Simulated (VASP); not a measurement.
# Si in VASP: notebook

The runs below take Si through relaxation of cell and atoms, single point, with PBE.

Everything below comes from runs of VASP 6.6.1. Logs are shortened: lines on timing, memory, paths and dates and some standing lists are left out, and cuts for length are marked.

**1. The cell of the first run**

The structure is hexagonal, space group P6_122 (No. 178). Conventional cell: a = 5.476 Å, b = 5.476 Å, c = 5.122 Å, α = 90.00°, β = 90.00°, γ = 120.00°. Within 3.1 Å of Si (site symmetry 2) lie 4 Si at 2.36 to 2.38 Å.

The cell was built from a structure type or drawn by symmetry, and may not be a known phase.

**2. Relaxation of cell and atoms, PBE**

INCAR

```
SYSTEM = Si
PREC     = Accurate       ! precision mode
ENCUT    = 600            ! plane-wave cutoff, eV
EDIFF    = 1E-7           ! SCF threshold, eV
ISMEAR   = 0              ! smearing method
SIGMA    = 0.02           ! smearing width, eV
LREAL    = .FALSE.        ! projectors in reciprocal space
LASPH    = .TRUE.         ! aspherical terms in the spheres
NELM     = 100            ! most SCF steps
ALGO     = Normal         ! electronic algorithm
ISIF     = 3              ! what is computed and relaxed
LWAVE    = .FALSE.        ! write WAVECAR
LCHARG   = .FALSE.        ! write CHGCAR
GGA      = PE             ! functional
IBRION   = 2              ! ionic algorithm
NSW      = 100            ! ionic steps
EDIFFG   = -0.01          ! ionic threshold
```

KPOINTS

```
Automatic mesh
0
G
  6 6 6
  0 0 0
```

POSCAR

```
Si
1.0
    5.4757125871      0.0000000000      0.0000000000
   -2.7378562935      4.7421062042      0.0000000000
    0.0000000000      0.0000000000      5.1224818455
Si
6
Direct
    0.2325236773      0.4650473545      0.2500000000
    0.5349526455      0.7674763227      0.5833333333
    0.2325236773      0.7674763227      0.9166666667
    0.7674763227      0.5349526455      0.7500000000
    0.4650473545      0.2325236773      0.0833333333
    0.7674763227      0.2325236773      0.4166666667
```

Potentials or basis: VASP PAW PBE potentials, release 64 (Si).

Command:

```
$ cat potpaw_PBE.64/Si/POTCAR > POTCAR
$ mpirun -np 1 vasp_std > vasp.out
```

OUTCAR:

```text
SYSTEM = Si
   PREC = Accurate
   ENCUT = 600
   EDIFF = 1E-7
   ISMEAR = 0
   LREAL = .FALSE.
   LASPH = .TRUE.
   NELM = 100
   ISIF = 3
   GGA = PE
   IBRION = 2
   NSW = 100
   EDIFFG = -0.01

 ion  position               nearest neighbor table
   1  0.233  0.465  0.250-   5 2.36   6 2.36   3 2.38   2 2.38
   2  0.535  0.767  0.583-   4 2.36   6 2.36   1 2.38   3 2.38
   3  0.233  0.767  0.917-   5 2.36   4 2.36   1 2.38   2 2.38
   4  0.767  0.535  0.750-   2 2.36   3 2.36   6 2.38   5 2.38
   5  0.465  0.233  0.083-   1 2.36   3 2.36   4 2.38   6 2.38
   6  0.767  0.233  0.417-   2 2.36   1 2.36   4 2.38   5 2.38

  LATTYP: Found a hexagonal cell.
 ALAT       =     5.4757125871
 C/A-ratio  =     0.9354913656

  Lattice vectors:

 A1 = (   5.4757125871,   0.0000000000,   0.0000000000)
 A2 = (  -2.7378562935,   4.7421062042,   0.0000000000)
 A3 = (   0.0000000000,   0.0000000000,   5.1224818455)

Analysis of symmetry for initial positions (statically):
=====================================================================
 Subroutine PRICEL returns:
 Original cell was already a primitive cell.

 Routine SETGRP: Setting up the symmetry group for a
 hexagonal supercell.

 Subroutine GETGRP returns: Found 12 space group operations
 (whereof  2 operations were pure point group operations)
 out of a pool of 24 trial point group operations.

The static configuration has the point symmetry C_2 .
 The point group associated with its full space group is D_6 .

Analysis of symmetry for dynamics (positions and initial velocities):
=====================================================================
 Subroutine PRICEL returns:
 Original cell was already a primitive cell.

 Routine SETGRP: Setting up the symmetry group for a
 hexagonal supercell.

 Subroutine GETGRP returns: Found 12 space group operations
 (whereof  2 operations were pure point group operations)
 out of a pool of 24 trial point group operations.

The dynamic configuration has the point symmetry C_2 .
 The point group associated with its full space group is D_6 .

 Subroutine INISYM returns: Found 12 space group operations
 (whereof  2 operations are pure point group operations),
 and found     1 'primitive' translations

----------------------------------------------------------------------------------------

                                     Primitive cell

  volume of cell :     133.0125

  direct lattice vectors                    reciprocal lattice vectors
     5.475712587  0.000000000  0.000000000     0.182624633  0.105438381  0.000000000
    -2.737856294  4.742106204  0.000000000     0.000000000  0.210876762  0.000000000
     0.000000000  0.000000000  5.122481846     0.000000000  0.000000000  0.195217871

  length of vectors
     5.475712587  5.475712587  5.122481846     0.210876762  0.210876762  0.195217871

  position of ions in fractional coordinates (direct lattice)
     0.232523677  0.465047355  0.250000000
     0.534952645  0.767476323  0.583333333
     0.232523677  0.767476323  0.916666667
     0.767476323  0.534952645  0.750000000
     0.465047355  0.232523677  0.083333333
     0.767476323  0.232523677  0.416666667

  ion indices of the primitive-cell ions
   primitive index   ion index
                 1           1
                 2           2
                 3           3
                 4           4
                 5           5
                 6           6

----------------------------------------------------------------------------------------

 KPOINTS: Automatic mesh

Automatic generation of k-mesh.
 Grid dimensions read from file:
 generate k-points for:    6    6    6

 Generating k-lattice:

  Cartesian coordinates                     Fractional coordinates (reciprocal lattice)
     0.030437439  0.017573063  0.000000000     0.166666667  0.000000000  0.000000000
     0.000000000  0.035146127  0.000000000     0.000000000  0.166666667  0.000000000
     0.000000000  0.000000000  0.032536312     0.000000000  0.000000000  0.166666667

  Length of vectors
     0.035146127  0.035146127  0.032536312

  Shift w.r.t. Gamma in fractional coordinates (k-lattice)
     0.000000000  0.000000000  0.000000000

 Subroutine IBZKPT returns following result:
 ===========================================

 Found     28 irreducible k-points:

 Following reciprocal coordinates:
            Coordinates               Weight
  0.000000  0.000000  0.000000      1.000000
  0.166667  0.000000  0.000000      6.000000
  0.333333  0.000000  0.000000      6.000000
  0.500000  0.000000  0.000000      3.000000
  0.166667  0.166667  0.000000      6.000000
  0.333333  0.166667  0.000000     12.000000
[... 16 lines left out ...]
  0.166667  0.000000  0.500000      6.000000
  0.333333  0.000000  0.500000      6.000000
 [... further k-points ...]
   k-points           NKPTS =     28   k-points in BZ     NKDIM =     28   number of bands    NBANDS=     16
   number of dos      NEDOS =    301   number of ions     NIONS =      6
   total plane-waves  NPLWV =  96768
   dimension x,y,z NGX =    48 NGY =   48 NGZ =   42
   dimension x,y,z NGXF=    96 NGYF=   96 NGZF=   84
   ions per type =               6
   NGX,Y,Z   is equivalent  to a cutoff of  14.57, 14.57, 13.63 a.u.
   NGXF,Y,Z  is equivalent  to a cutoff of  29.15, 29.15, 27.26 a.u.
 SYSTEM =  Si
   PREC   = accura    normal or accurate (medium, high low for compatibility)
   ISTART =      0    job   : 0-new  1-cont  2-samecut
   ICHARG =      2    charge: 1-file 2-atom 10-const
   ISPIN  =      1    spin polarized calculation?
   LNONCOLLINEAR =      F non collinear calculations
   LSORBIT =      F    spin-orbit coupling
   LASPH  =      T    aspherical Exc in radial PAW
   ENCUT  =  600.0 eV  44.10 Ry    6.64 a.u.  10.94 10.94 10.23*2*pi/ulx,y,z
   NELM   =    100;   NELMIN=  2; NELMDL= -5     # of ELM steps
   EDIFF  = 0.1E-06   stopping-criterion for ELM
   LREAL  =      F    real-space projection
   EDIFFG = -.1E-01   stopping-criterion for IOM
   NSW    =    100    number of steps for IOM
   IBRION =      2    ionic relax: 0-MD 1-quasi-New 2-CG
   NFREE  =      1    steps in history (QN), initial steepest desc. (CG)
   ISIF   =      3    stress and relaxation
   ISYM   =      2    0-nonsym 1-usesym 2-fastsym
   POTIM  = 0.5000    time-step for ionic-motion
   TEBEG  =    0.0;   TEEND  =   0.0 temperature during run
   PSTRESS=    0.0 pullay stress
   NELECT =      24.0000    total number of electrons
   NUPDOWN=      -1.0000    fix difference up-down
   EMIN   =  10.00;   EMAX   =-10.00  energy-range for DOS
   EFERMI =   0.00;   METHOD = LEGACY
   ISMEAR =     0;   SIGMA  =   0.02  broadening in eV -4-tet -1-fermi 0-gaus
   EFERMI_NEDOS =   21; number of points for ismear=-14 and -15
   IALGO  =     38    algorithm
   IMIX   =      4    mixing-type and parameters
     AMIX     =   0.40;   BMIX     =  1.00
     AMIX_MAG =   1.60;   BMIX_MAG =  1.00
  volume/ion in A,a.u.               =      22.17       149.60
  Fermi-wavevector in a.u.,A,eV,Ry     =   0.925084  1.748155 11.643597  0.855780
  Thomas-Fermi vector in A             =   2.050900
   LORBIT       =      0    0 simple, 1 ext, 2 COOP (PROOUT), +10 PAW based schemes
   GGA     = PE    functional components
   LHFCALC =     F    Hartree Fock is set to
   AEXX    =    0.0000 exact exchange contribution
   IVDW    =     0    specifies the selected vdW correction
   LEPSILON=     F    determine dielectric tensor
   LRPA    =     F    only Hartree local field effects (RPA)
 conjugate gradient relaxation of ions
 non-spin polarized calculation
 Gauss-broadening in eV      SIGMA  =   0.02
  energy-cutoff  :      600.00
  volume of cell :      133.01
 maximum number of plane-waves:      4467
 NGX is ok and might be reduce to    48

 number of electron      23.9999999 magnetization

 Free energy of the ion-electron system (eV)
  ---------------------------------------------------
  ext. energy  EPLUGINS =         0.00000000
  ---------------------------------------------------
  free energy    TOTEN  =       -32.23267984 eV

  energy without entropy =      -32.23267984  energy(sigma->0) =      -32.23267984

 E-fermi :   4.1714     XC(G=0):  -8.8329

 val. band max:        4.0718204411   @ k =   0.5000   0.0000   0.5000
 cond. band min:       5.5783924611   @ k =   0.0000   0.0000   0.1667
 fundamental gap:      1.5065720200
 Fermi energy:         4.1713973313

 k-point     1 :       0.0000    0.0000    0.0000
  band No.  band energies     occupation
      1      -6.8651      2.00000
      2      -2.6128      2.00000
      3      -2.6128      2.00000
      4      -2.3357      2.00000
      5      -1.1517      2.00000
      6      -1.1517      2.00000
[... 8 lines left out ...]
     15       6.8212      0.00000
     16       7.1018      0.00000

 k-point     2 :       0.1667    0.0000    0.0000
  band No.  band energies     occupation
      1      -6.7206      2.00000
      2      -3.2632      2.00000
      3      -2.6536      2.00000
      4      -2.5450      2.00000
      5      -1.0734      2.00000
      6      -0.3251      2.00000
[... 8 lines left out ...]
     15       6.9348      0.00000
     16       7.2134      0.00000

 k-point     3 :       0.3333    0.0000    0.0000
  band No.  band energies     occupation
      1      -6.3083      2.00000
      2      -4.3825      2.00000
      3      -2.7341      2.00000
      4      -2.5333      2.00000
      5      -0.8692      2.00000
      6       0.4067      2.00000
[... 8 lines left out ...]
     15       7.2692      0.00000
     16       8.1034      0.00000

 k-point     4 :       0.5000    0.0000    0.0000
  band No.  band energies     occupation
      1      -5.8909      2.00000
      2      -5.0518      2.00000
      3      -2.7734      2.00000
      4      -2.5270      2.00000
      5      -0.7312      2.00000
      6       0.6253      2.00000
[... 8 lines left out ...]
     15       7.2644      0.00000
     16       7.6751      0.00000

 k-point     5 :       0.1667    0.1667    0.0000
  band No.  band energies     occupation
      1      -6.4392      2.00000
      2      -4.0197      2.00000
      3      -3.1423      2.00000
      4      -2.1306      2.00000
      5      -0.9371      2.00000
      6       0.2380      2.00000
[... 8 lines left out ...]
     15       7.2420      0.00000
     16       7.6380      0.00000

 k-point     6 :       0.3333    0.1667    0.0000
  band No.  band energies     occupation
      1      -5.9367      2.00000
      2      -4.8838      2.00000
      3      -3.4209      2.00000
      4      -1.7972      2.00000
      5      -0.7879      2.00000
      6       0.4207      2.00000
[... 8 lines left out ...]
     15       7.4765      0.00000
     16       8.0431      0.00000
[... 267 lines left out ...]
 k-point    21 :       0.3333    0.3333    0.3333
  band No.  band energies     occupation
      1      -5.0247      2.00000
      2      -4.8146      2.00000
      3      -4.1069      2.00000
      4      -3.2361      2.00000
      5      -0.8826      2.00000
      6      -0.4340      2.00000
[... 8 lines left out ...]
     15       7.5205      0.00000
     16       8.6111      0.00000

 k-point    22 :       0.0000    0.0000    0.5000
  band No.  band energies     occupation
      1      -5.6783      2.00000
      2      -5.6783      2.00000
      3      -1.4777      2.00000
      4      -1.4777      2.00000
      5      -0.6967      2.00000
      6      -0.6967      2.00000
[... 8 lines left out ...]
     15       7.3555      0.00000
     16       7.3555      0.00000

 k-point    23 :       0.1667    0.0000    0.5000
  band No.  band energies     occupation
      1      -5.5477      2.00000
      2      -5.5477      2.00000
      3      -2.2494      2.00000
      4      -2.2494      2.00000
      5      -0.3296      2.00000
      6      -0.3296      2.00000
[... 8 lines left out ...]
     15       7.6494      0.00000
     16       7.6494      0.00000

 k-point    24 :       0.3333    0.0000    0.5000
  band No.  band energies     occupation
      1      -5.1870      2.00000
      2      -5.1870      2.00000
      3      -3.2425      2.00000
      4      -3.2425      2.00000
      5      -0.2972      2.00000
      6      -0.2972      2.00000
[... 8 lines left out ...]
     15       8.1055      0.00000
     16       8.1055      0.00000

 [... further k-points ...]
[... 5 lines left out ...]
  --------------------------------------------------------------------------------------
  -------------------------------------------------------------------------------------
  Total        0.0235573      0.0235573      0.0234413      0.0000000      0.0000000      0.0000000
  in kB        0.2837554      0.2837554      0.2823578      0.0000000      0.0000000      0.0000000
  external PRESSURE =       0.2832895 kB  Pullay stress =       0.0000000 kB

 VOLUME and BASIS-vectors are now :
 -----------------------------------------------------------------------------
  energy-cutoff  :      600.00
  volume of cell :      133.01
      direct lattice vectors                 reciprocal lattice vectors
     5.475712587  0.000000000  0.000000000     0.182624633  0.105438381  0.000000000
    -2.737856294  4.742106204  0.000000000     0.000000000  0.210876762  0.000000000
     0.000000000  0.000000000  5.122481846     0.000000000  0.000000000  0.195217871

 POSITION                                       TOTAL-FORCE (eV/Angst)
 -----------------------------------------------------------------------------------
      0.00000      2.20530      1.28062         0.000000      0.003254      0.000000
      0.82801      3.63945      2.98811        -0.002818     -0.001627      0.000000
     -0.82801      3.63945      4.69561         0.002818     -0.001627      0.000000
      2.73786      2.53680      3.84186        -0.000000     -0.003254      0.000000
      1.90985      1.10265      0.42687         0.002818      0.001627     -0.000000
      3.56586      1.10265      2.13437        -0.002818      0.001627     -0.000000
 -----------------------------------------------------------------------------------
    total drift:                               -0.000000      0.000000     -0.000000

  FREE ENERGIE OF THE ION-ELECTRON SYSTEM (eV)
  ---------------------------------------------------
  free  energy   TOTEN  =       -32.2326798445 eV

  energy  without entropy=      -32.2326798445  energy(sigma->0) =      -32.23267984

 reached required accuracy - stopping structural energy minimisation
```

Run time: 35 s. Hardware: 1 thread of Intel Xeon 6975P-C (Granite Rapids), shared host; peak memory 0.29 GiB.

What came out:

```
Free energy                  : -32.2327 eV
Pressure after relaxing      : 0.0 GPa
Largest force after relaxing : 0.003 eV/Å
Band gap on the k mesh       : 1.51 eV (least direct gap 1.83 eV)
```

Forces in eV/Å, atoms in the order of the input:
```
Si   0.000  0.003  0.000
Si  -0.003 -0.002  0.000
Si   0.003 -0.002  0.000
Si   0.000 -0.003  0.000
Si   0.003  0.002  0.000
Si  -0.003  0.002  0.000
```

Final structure:
```yaml
crystal:
  lattice:
    - [5.47571, 0.00000, 0.00000]
    - [-2.73786, 4.74211, 0.00000]
    - [0.00000, 0.00000, 5.12248]
  atoms:
    - { symbol: Si, position: [0.23252, 0.46505, 0.25000] }
    - { symbol: Si, position: [0.53495, 0.76748, 0.58333] }
    - { symbol: Si, position: [0.23252, 0.76748, 0.91667] }
    - { symbol: Si, position: [0.76748, 0.53495, 0.75000] }
    - { symbol: Si, position: [0.46505, 0.23252, 0.08333] }
    - { symbol: Si, position: [0.76748, 0.23252, 0.41667] }
```

Levels at points of the mesh, in eV from the valence-band top:
```tsv
k point	band 9	band 10	band 11	band 12	band 13	band 14	band 15	band 16
(0.00, 0.00, 0.00)	-1.96	-1.08	-0.94	-0.94	2.10	2.10	2.75	3.03
(0.50, 0.00, 0.00)	-1.57	-1.50	-0.71	-0.45	2.00	3.00	3.19	3.60
(0.00, 0.00, 0.50)	-2.03	-2.03	-1.43	-1.43	2.12	2.12	3.28	3.28
(0.50, 0.00, 0.50)	-0.20	-0.20	0.00	0.00	2.82	2.82	3.75	3.75
```

Caveat: the relaxation stopped at its first step, so nothing moved.

**3. Single point, PBE**

This run uses another cell than the first one: it holds 12 atoms, not 6.

INCAR

```
ALGO     = Normal         # electronic algorithm
EDIFF    = 1E-6           # SCF threshold, eV
ENCUT    = 520            # plane-wave cutoff, eV
GGA      = PE             # functional
ISIF     = 2              # what is computed and relaxed
ISMEAR   = 0              # smearing method
LASPH    = T              # aspherical terms in the spheres
LCHARG   = T              # write CHGCAR
LELF     = T              # ELF
LREAL    = F              # projectors in reciprocal space
LVHAR    = T            
LWAVE    = F              # write WAVECAR
NBANDS   = 36             # bands
NELM     = 100            # most SCF steps
PREC     = Accurate       # precision mode
SIGMA    = 0.1            # smearing width, eV
```

KPOINTS

```
k-points
0
Gamma
  4 4 2
```

POSCAR

```
Si
1.0
   -0.0002663084      0.0001504150     -5.1236283001
    2.7378982079     -4.7444793894      0.0002724075
   -8.2129025890     -4.7440512284     -0.0003278324
Si
12
Direct
    0.7499433079      0.6512499892      0.8837142424
    0.7500068193      0.1510097733      0.3837294492
    0.4167121696      0.5000041034      0.7324892929
    0.4167117487     -0.0001017389      0.2324997464
    0.0833121032      0.3490090542      0.8837445250
    0.0833290101      0.8487543185      0.3837317734
    0.2499852787      0.8488670498      0.6162629491
    0.2499391201      0.3488342245      0.1162909914
    0.9167726092      0.0001383700      0.7675023556
    0.9166180098      0.4999728755      0.2675052132
    0.5833557587      0.1511441229      0.6162660451
    0.5833140646      0.6511178576      0.1162634160
```

Potentials or basis: VASP PAW PBE potentials, release 64 (Si).

Command:

```
$ cat potpaw_PBE.64/Si/POTCAR > POTCAR
$ mpirun -np 1 vasp_std > vasp.out
```

Run time: 67 s. Hardware: 1 thread of Intel Xeon 6975P-C (Granite Rapids), shared host; peak memory 0.37 GiB.

Results (log left out):

```yaml
Free_energy: -64.4527 eV
Pressure: 0.0 GPa
Largest_force: 0.003 eV/Å
Band_gap_on_the_k_mesh: 1.59 eV
```

Forces on the atoms (eV/Å):
```
Si  -0.001  0.003 -0.001
Si   0.001  0.000  0.001
Si  -0.001  0.000 -0.001
Si   0.001 -0.003  0.001
Si  -0.001  0.002  0.001
Si   0.000 -0.001  0.000
Si   0.000 -0.003  0.000
Si   0.000 -0.001  0.000
Si   0.001  0.001  0.001
Si   0.001  0.002 -0.002
Si   0.000 -0.001  0.000
Si   0.000  0.001  0.001
```

Levels at points of the mesh, in eV from the valence-band top:
| k point | band 21 | band 22 | band 23 | band 24 | band 25 | band 26 | band 27 | band 28 |
| --- | --- | --- | --- | --- | --- | --- | --- | --- |
| (0.00, 0.00, 0.00) | -0.94 | -0.94 | -0.71 | -0.45 | 1.99 | 2.10 | 2.10 | 2.75 |
| (0.50, 0.00, 0.00) | -0.20 | -0.20 | 0.00 | 0.00 | 2.12 | 2.12 | 2.81 | 2.82 |
| (0.00, 0.50, 0.00) | -0.91 | -0.91 | -0.23 | -0.23 | 2.10 | 2.10 | 2.62 | 2.62 |
| (0.50, 0.50, 0.00) | -0.09 | -0.09 | -0.09 | -0.09 | 3.20 | 3.20 | 3.20 | 3.20 |
| (0.00, 0.00, 0.50) | -0.71 | -0.71 | -0.68 | -0.68 | 1.92 | 1.92 | 2.07 | 2.07 |
| (0.50, 0.00, 0.50) | -0.75 | -0.75 | -0.75 | -0.75 | 2.75 | 2.75 | 2.75 | 2.76 |
| (0.00, 0.50, 0.50) | -0.71 | -0.71 | -0.45 | -0.45 | 1.99 | 2.00 | 3.00 | 3.01 |
| (0.50, 0.50, 0.50) | 0.00 | 0.00 | 0.00 | 0.00 | 2.81 | 2.81 | 2.81 | 2.81 |

A k mesh can miss the band edges.
